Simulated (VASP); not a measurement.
A run of VASP 6.6.1 is set up as follows.

The input INCAR:

```
SYSTEM = C
PREC = Accurate
ENCUT = 1300
EDIFF = 1E-6
ISMEAR = 0
SIGMA = 0.01
LREAL = .FALSE.
LASPH = .TRUE.
NELM = 120
ALGO = Normal
ISIF = 2
LWAVE = .FALSE.
LCHARG = .FALSE.
NBANDS = 26
GGA_COMPAT = .FALSE.
```

The input KPOINTS:

```
regular mesh
0
G
  6 6 6
  0 0 0
```

POSCAR

```
C
1.0
    3.5318921719      0.0000000000      0.0000000000
    0.0000000000      3.5318921719      0.0000000000
    0.0000000000      0.0000000000      3.5318921719
C
8
Direct
    0.0000000000      0.0000000000      0.0000000000
    0.0000000000      0.5000000000      0.5000000000
    0.5000000000      0.0000000000      0.5000000000
    0.5000000000      0.5000000000      0.0000000000
    0.2500000000      0.2500000000      0.2500000000
    0.2500000000      0.7500000000      0.7500000000
    0.7500000000      0.2500000000      0.7500000000
    0.7500000000      0.7500000000      0.2500000000
```

Potentials or basis: VASP PAW LDA potentials, release 64 (C_h).

Run with:

```bash
$ cat potpaw_LDA.64/C_h/POTCAR > POTCAR
$ mpirun -np 1 vasp_std > vasp.out
```

Question: Estimate the band gap on the k mesh.

Answer: 4.20 eV.

Question: What does it give for the pressure?

Answer: 0.9 GPa.

A k mesh can miss the band edges.
